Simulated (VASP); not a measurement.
# CoO (F-43m) in VASP: a series of runs, part 2 of 3

VASP 6.6.1. Earlier steps stand in the parts before.

## Step 4: Relaxation of cell and atoms, PBE+U, collinear spin, ferromagnetic start

This run uses another cell than the first one, of 12.45 Å³/atom.

File INCAR:

```
SYSTEM = CoO
  PREC = Accurate
  ENCUT = 600
  EDIFF = 1E-7
  ISMEAR = 0
  SIGMA = 0.02
  LREAL = .FALSE.
  LASPH = .TRUE.
  NELM = 150
  ALGO = Normal
  ISIF = 3
  LWAVE = .FALSE.
  LCHARG = .FALSE.
  ISPIN = 2
  MAGMOM = 2.73 0.22
  LORBIT = 11
  LMAXMIX = 4
  LDAU = .TRUE.
  LDAUTYPE = 2
  LDAUL = 2 -1
  LDAUU = 3.32 0
  LDAUJ = 0 0
  LDAUPRINT = 1
  GGA = PE
  IBRION = 2
  NSW = 100
  EDIFFG = -0.01
```

File KPOINTS:

```
regular mesh
0
G
  14 14 14
  0 0 0
```

File POSCAR:

```
CoO
1.0
    0.0000000000      2.3176680284      2.3176680284
    2.3176680284      0.0000000000      2.3176680284
    2.3176680284      2.3176680284      0.0000000000
Co O
1 1
Direct
    0.0000000000      0.0000000000      0.0000000000
    0.2500000000      0.2500000000      0.2500000000
```

Potentials or basis: VASP PAW PBE potentials, release 64 (Co, O).

On the command line:

```sh
cat potpaw_PBE.64/Co/POTCAR potpaw_PBE.64/O/POTCAR > POTCAR
mpirun -np 1 vasp_std > vasp.out
```

OUTCAR:

```text
SYSTEM = CoO
   PREC = Accurate
   ENCUT = 600
   EDIFF = 1E-7
   ISMEAR = 0
   LREAL = .FALSE.
   LASPH = .TRUE.
   NELM = 150
   ISIF = 3
   ISPIN = 2
   LORBIT = 11
   GGA = PE
   IBRION = 2
   NSW = 100
   EDIFFG = -0.01

 ion  position               nearest neighbor table
   1  0.000  0.000  0.000-   2 2.01   2 2.01   2 2.01   2 2.01
   2  0.250  0.250  0.250-   1 2.01   1 2.01   1 2.01   1 2.01

  LATTYP: Found a face centered cubic cell.
 ALAT       =     4.6353360568

  Lattice vectors:

 A1 = (   0.0000000000,   2.3176680284,   2.3176680284)
 A2 = (   2.3176680284,   0.0000000000,   2.3176680284)
 A3 = (   2.3176680284,   2.3176680284,   0.0000000000)

Analysis of symmetry for initial positions (statically):
=====================================================================
 Subroutine PRICEL returns:
 Original cell was already a primitive cell.

 Routine SETGRP: Setting up the symmetry group for a
 face centered cubic supercell.

 Subroutine GETGRP returns: Found 24 space group operations
 (whereof 24 operations were pure point group operations)
 out of a pool of 48 trial point group operations.

The static configuration has the point symmetry T_d .

Analysis of symmetry for dynamics (positions and initial velocities):
=====================================================================
 Subroutine PRICEL returns:
 Original cell was already a primitive cell.

 Routine SETGRP: Setting up the symmetry group for a
 face centered cubic supercell.

 Subroutine GETGRP returns: Found 24 space group operations
 (whereof 24 operations were pure point group operations)
 out of a pool of 48 trial point group operations.

The dynamic configuration has the point symmetry T_d .

Analysis of structural, dynamic, and magnetic symmetry:
=====================================================================
 Subroutine PRICEL returns:
 Original cell was already a primitive cell.

 Routine SETGRP: Setting up the symmetry group for a
 face centered cubic supercell.

 Subroutine GETGRP returns: Found 24 space group operations
 (whereof 24 operations were pure point group operations)
 out of a pool of 48 trial point group operations.

The overall configuration has the point symmetry T_d .

 Subroutine INISYM returns: Found 24 space group operations
 (whereof 24 operations are pure point group operations),
 and found     1 'primitive' translations

----------------------------------------------------------------------------------------

                                     Primitive cell

  volume of cell :      24.8991

  direct lattice vectors                    reciprocal lattice vectors
     0.000000000  2.317668028  2.317668028    -0.215734089  0.215734089  0.215734089
     2.317668028  0.000000000  2.317668028     0.215734089 -0.215734089  0.215734089
     2.317668028  2.317668028  0.000000000     0.215734089  0.215734089 -0.215734089

[... 116 lines left out ...]
   LEPSILON=     F    determine dielectric tensor
   LRPA    =     F    only Hartree local field effects (RPA)
 conjugate gradient relaxation of ions
 spin polarized calculation
 Gauss-broadening in eV      SIGMA  =   0.02
  energy-cutoff  :      600.00
  volume of cell :       24.90
 maximum number of plane-waves:       869
 NGX is ok and might be reduce to    28
   NGX = 13   NGY = 13   NGZ = 13

--------------------------------------- Ionic step        1  -------------------------------------------

 number of electron      15.0000001 magnetization       3.0000240

 Free energy of the ion-electron system (eV)
  ---------------------------------------------------
  ext. energy  EPLUGINS =         0.00000000
  ---------------------------------------------------
  free energy    TOTEN  =       -12.15162729 eV

  energy without entropy =      -12.15162729  energy(sigma->0) =      -12.15162729

------------------------ aborting loop because EDIFF is reached ----------------------------------------

  FORCE on cell =-STRESS in cart. coord.  units (eV):
  Direction    XX          YY          ZZ          XY          YZ          ZX
  --------------------------------------------------------------------------------------
  -------------------------------------------------------------------------------------
  Total       -0.2535250     -0.2535250     -0.2535250      0.0000000      0.0000000      0.0000000
  in kB      -16.3135202    -16.3135202    -16.3135202      0.0000000      0.0000000      0.0000000
  external PRESSURE =     -16.3135202 kB  Pullay stress =       0.0000000 kB
[... 53 lines left out ...]
  FREE ENERGIE OF THE ION-ELECTRON SYSTEM (eV)
  ---------------------------------------------------
  free  energy   TOTEN  =       -12.1530086440 eV

  energy  without entropy=      -12.1530086440  energy(sigma->0) =      -12.15300864

atom =   1  type =  1  l = 2

 onsite density matrix

spin component  1

  0.9872 -0.0000 -0.0000 -0.0000 -0.0000
 -0.0000  0.9872 -0.0000 -0.0000  0.0000
 -0.0000 -0.0000  0.9699 -0.0000 -0.0000
 -0.0000 -0.0000 -0.0000  0.9872  0.0000
 -0.0000  0.0000 -0.0000  0.0000  0.9699

spin component  2

  0.1183 -0.0000 -0.0000  0.0000  0.0000
 -0.0000  0.1183 -0.0000  0.0000  0.0000
 -0.0000 -0.0000  0.9521  0.0000  0.0000
  0.0000  0.0000  0.0000  0.1183  0.0000
  0.0000  0.0000  0.0000  0.0000  0.9521

 occupancies and eigenvectors

  o =  0.1183  v =  0.0000  0.0000  0.0000  0.0000  0.0000  0.0000 -0.9963 -0.0000  0.0861  0.0000      0.0000  0.0000  0.0000  0.0000  0.0000  0.0000  0.0000  0.0000  0.0000  0.0000
  o =  0.1183  v =  0.0000  0.0000  0.0000  0.0000  0.0000  0.0000  0.0861 -0.0000  0.9963 -0.0000      0.0000  0.0000  0.0000  0.0000  0.0000  0.0000  0.0000  0.0000  0.0000  0.0000
  o =  0.1183  v =  0.0000  0.0000  0.0000  0.0000  0.0000  1.0000  0.0000  0.0000  0.0000  0.0000      0.0000  0.0000  0.0000  0.0000  0.0000  0.0000  0.0000  0.0000  0.0000  0.0000
  o =  0.9521  v =  0.0000  0.0000  0.0000  0.0000  0.0000  0.0000 -0.0000  0.1028  0.0000 -0.9947      0.0000  0.0000  0.0000  0.0000  0.0000  0.0000  0.0000  0.0000  0.0000  0.0000
  o =  0.9521  v =  0.0000  0.0000  0.0000  0.0000  0.0000  0.0000 -0.0000 -0.9947 -0.0000 -0.1028      0.0000  0.0000  0.0000  0.0000  0.0000  0.0000  0.0000  0.0000  0.0000  0.0000
  o =  0.9699  v =  0.0000  0.0000 -0.9996  0.0000 -0.0294  0.0000  0.0000  0.0000  0.0000  0.0000      0.0000  0.0000  0.0000  0.0000  0.0000  0.0000  0.0000  0.0000  0.0000  0.0000
  o =  0.9699  v =  0.0000 -0.0000 -0.0294  0.0000  0.9996  0.0000  0.0000  0.0000  0.0000  0.0000      0.0000  0.0000  0.0000  0.0000  0.0000  0.0000  0.0000  0.0000  0.0000  0.0000
  o =  0.9872  v =  0.0000 -0.4984  0.0000  0.8670 -0.0000  0.0000  0.0000  0.0000  0.0000  0.0000      0.0000  0.0000  0.0000  0.0000  0.0000  0.0000  0.0000  0.0000  0.0000  0.0000
  o =  0.9872  v =  0.0000  0.8670  0.0000  0.4984  0.0000  0.0000  0.0000  0.0000  0.0000  0.0000      0.0000  0.0000  0.0000  0.0000  0.0000  0.0000  0.0000  0.0000  0.0000  0.0000
  o =  0.9872  v =  1.0000  0.0000  0.0000  0.0000  0.0000  0.0000  0.0000  0.0000  0.0000  0.0000      0.0000  0.0000  0.0000  0.0000  0.0000  0.0000  0.0000  0.0000  0.0000  0.0000

--------------------------------------- Ionic step        3  -------------------------------------------

 number of electron      15.0000003 magnetization       3.0000000

 Free energy of the ion-electron system (eV)
  ---------------------------------------------------
  ext. energy  EPLUGINS =         0.00000000
  ---------------------------------------------------
  free energy    TOTEN  =       -12.15329460 eV

  energy without entropy =      -12.15329460  energy(sigma->0) =      -12.15329460

 E-fermi :   4.8830     XC(G=0): -10.7187

 val. band max:        4.7239746659   @ k =   0.0000   0.0000   0.0000
 cond. band min:       5.3068122223   @ k =   0.0000   0.0000   0.0000
 fundamental gap:      0.5828375564
 Fermi energy:         4.8830046240

 spin component 1

 k-point     1 :       0.0000    0.0000    0.0000
  band No.  band energies     occupation
      1     -13.7918      1.00000
      2      -1.3904      1.00000
      3      -1.3904      1.00000
      4      -1.3903      1.00000
      5       1.6022      1.00000
      6       1.6024      1.00000
      7       4.7239      1.00000
      8       4.7239      1.00000
      9       4.7240      1.00000
     10       5.3068      0.00000
     11      18.8596      0.00000
     12      18.8596      0.00000
[... 738 lines left out ...]
  FREE ENERGIE OF THE ION-ELECTRON SYSTEM (eV)
  ---------------------------------------------------
  free  energy   TOTEN  =       -12.1532945968 eV

  energy  without entropy=      -12.1532945968  energy(sigma->0) =      -12.15329460

 reached required accuracy - stopping structural energy minimisation

 total charge

# of ion       s       p       d       tot
------------------------------------------
    1        0.342   0.406   7.136   7.884
    2        1.543   3.461   0.000   5.004
--------------------------------------------------
tot          1.885   3.867   7.136  12.887

 magnetization (x)

# of ion       s       p       d       tot
------------------------------------------
    1        0.020   0.046   2.640   2.707
    2        0.015   0.169   0.000   0.184
--------------------------------------------------
tot          0.035   0.216   2.640   2.891
```

OSZICAR:

```text
N       E                     dE             d eps       ncg     rms          rms(c)
DAV:   1     0.100902194085E+03    0.10090E+03   -0.78675E+03  4992   0.152E+03
DAV:   2    -0.482445157156E+01   -0.10573E+03   -0.94036E+02  5188   0.291E+02
[... 34 lines left out ...]
DAV:   4    -0.121533204717E+02    0.37391E-04   -0.54929E-05  5200   0.153E-01    0.574E-02
DAV:   5    -0.121532940560E+02    0.26416E-04   -0.18730E-05  5508   0.548E-02    0.871E-03
DAV:   6    -0.121532942229E+02   -0.16687E-06   -0.13826E-06  7420   0.227E-02    0.421E-03
DAV:   7    -0.121532944289E+02   -0.20594E-06   -0.34961E-07  4440   0.706E-03    0.271E-03
DAV:   8    -0.121532945779E+02   -0.14908E-06   -0.67690E-08  2920   0.486E-03    0.606E-04
DAV:   9    -0.121532945968E+02   -0.18902E-07   -0.19822E-08  2592   0.230E-03
   3 F= -.12153295E+02 E0= -.12153295E+02  d E =-.166731E-02  mag=     3.0000
```

Run time: 4.8 min. Hardware: 1 thread of Intel Xeon 8259CL, shared host; peak memory 0.23 GiB.

Results:

```yaml
Free_energy: -12.1533 eV
Relaxed_volume: 12.29 Å³/atom
Relaxed_cell: a = 3.263 Å, b = 3.263 Å, c = 3.263 Å, α = 60.00°, β = 60.00°, γ = 60.00°
Space_group_after_relaxing_to_0.1_Å: F-43m (No. 216)
Energy_gained_by_relaxing: 0.8 meV/atom
Ionic_steps: 3
Pressure_after_relaxing: 0.0 GPa
Band_gap_on_the_k_mesh: 0.58 eV
Net_moment: 3.00 μB per cell
Site_moments: Co +2.71; O +0.18 μB
Valence_electrons_inside_the_program's_atomic_spheres: Co 7.88; O 5.00
```

Step by step:
```
step  energy change (eV)  largest force (eV/Å)  pressure (GPa)  volume (Å³)
   1              0.0000                0.0000           -1.63        24.90
   2             -0.0014                0.0000            0.70        24.45
   3             -0.0017                0.0000            0.01        24.58
```

Final structure:
```
Co O
1.0
     0.00000    2.30760    2.30760
     2.30760    0.00000    2.30760
     2.30760    2.30760    0.00000
Co O
1 1
Direct
  0.00000 0.00000 0.00000
  0.25000 0.25000 0.25000
```

Eigenvalues of the final occupation matrices:
```tsv
site	spin	trace	eigenvalues
site 1 d	1	4.90	0.97 0.97 0.99 0.99 0.99
site 1 d	2	2.26	0.12 0.12 0.12 0.95 0.95
```

Caveat: a cell with one magnetic atom can't hold antiferromagnetic order, which such compounds often take. The state reached can hang on the start; a lower one may exist.

## Step 5: Relaxation of cell and atoms, PBE+U, collinear spin, ferromagnetic start

File INCAR:

```
SYSTEM = CoO
ALGO = Normal
EDIFF = 1E-6
EDIFFG = -0.01
ENCUT = 600
GGA = PE
IBRION = 2
ISIF = 3
ISMEAR = 0
ISPIN = 2
LASPH = .TRUE.
LCHARG = .FALSE.
LDAU = .TRUE.
LDAUJ = 0 0
LDAUL = 2 -1
LDAUPRINT = 1
LDAUTYPE = 2
LDAUU = 3.32 0
LMAXMIX = 4
LORBIT = 11
LREAL = .FALSE.
LWAVE = .FALSE.
MAGMOM = 3 0
NELM = 150
NSW = 80
PREC = Accurate
SIGMA = 0.02
```

File KPOINTS:

```
k-points
0
G
  14 14 14
  0 0 0
```

File POSCAR:

```
CoO
1.0
    0.0000000000      2.3192549574      2.3192549574
    2.3192549574      0.0000000000      2.3192549574
    2.3192549574      2.3192549574      0.0000000000
Co O
1 1
Direct
    0.0000000000      0.0000000000      0.0000000000
    0.2500000000      0.2500000000      0.2500000000
```

On the command line:

```sh
cat potpaw_PBE.64/Co/POTCAR potpaw_PBE.64/O/POTCAR > POTCAR
mpirun -np 1 vasp_std > vasp.out
```

It took 4.3 min on 1 thread of Intel Xeon 8259CL, shared host; peak memory 0.23 GiB.

The run converged. Its results:

```yaml
Free_energy: -12.1534 eV
Relaxed_volume: 12.29 Å³/atom
Relaxed_cell: a = 3.264 Å, b = 3.264 Å, c = 3.264 Å, α = 60.00°, β = 60.00°, γ = 60.00°
Space_group_after_relaxing_to_0.1_Å: F-43m (No. 216)
Energy_gained_by_relaxing: 1.1 meV/atom
Ionic_steps: 3
Pressure_after_relaxing: 0.0 GPa
Band_gap_on_the_k_mesh: 0.58 eV
Net_moment: 3.00 μB per cell
Site_moments: Co +2.71; O +0.18 μB
Valence_electrons_inside_the_program's_atomic_spheres: Co 7.88; O 5.00
```

Step by step:
```tsv
step	energy change (eV)	largest force (eV/Å)	pressure (GPa)	volume (Å³)
1	0.0000	0.0000	-1.91	24.95
2	-0.0018	0.0000	0.87	24.42
3	-0.0022	0.0000	-0.03	24.58
```

Final structure:
```
Co O
1.0
     0.00000    2.30765    2.30765
     2.30765    0.00000    2.30765
     2.30765    2.30765    0.00000
Co O
1 1
Direct
  0.00000 0.00000 0.00000
  0.25000 0.25000 0.25000
```

Levels at points of the mesh, in eV from the valence-band top:
Spin up:
```tsv
k point	band 6	band 7	band 8	band 9	band 10	band 11	band 12	band 13
(0.00, 0.00, 0.00)	-3.12	0.00	0.00	0.00	0.58	14.14	14.14	14.14
(0.50, 0.00, 0.00)	-3.18	-3.18	-0.74	-0.74	5.92	7.24	13.35	13.35
(0.50, 0.50, 0.00)	-2.87	-2.27	-2.27	-2.04	5.11	9.94	11.01	14.15
```
Spin down:
| k point | band 2 | band 3 | band 4 | band 5 | band 6 | band 7 | band 8 | band 9 | band 10 | band 11 |
| --- | --- | --- | --- | --- | --- | --- | --- | --- | --- | --- |
| (0.00, 0.00, 0.00) | -3.32 | -3.32 | -3.32 | -1.56 | -1.56 | 1.30 | 4.20 | 4.20 | 4.20 | 14.68 |
| (0.50, 0.00, 0.00) | -5.21 | -3.53 | -3.53 | -1.01 | -1.01 | 2.22 | 3.42 | 3.42 | 6.52 | 8.45 |
| (0.50, 0.50, 0.00) | -5.58 | -3.19 | -3.19 | -1.26 | -0.71 | 1.13 | 2.91 | 2.91 | 7.10 | 10.76 |

Eigenvalues of the final occupation matrices:
```
    site  spin  trace               eigenvalues
site 1 d     1   4.90  0.97 0.97 0.99 0.99 0.99
site 1 d     2   2.26  0.12 0.12 0.12 0.95 0.95
```

Caveat: a cell with one magnetic atom can't hold antiferromagnetic order, which such compounds often take. A k mesh can miss the band edges.

[end of part 2 of 3]
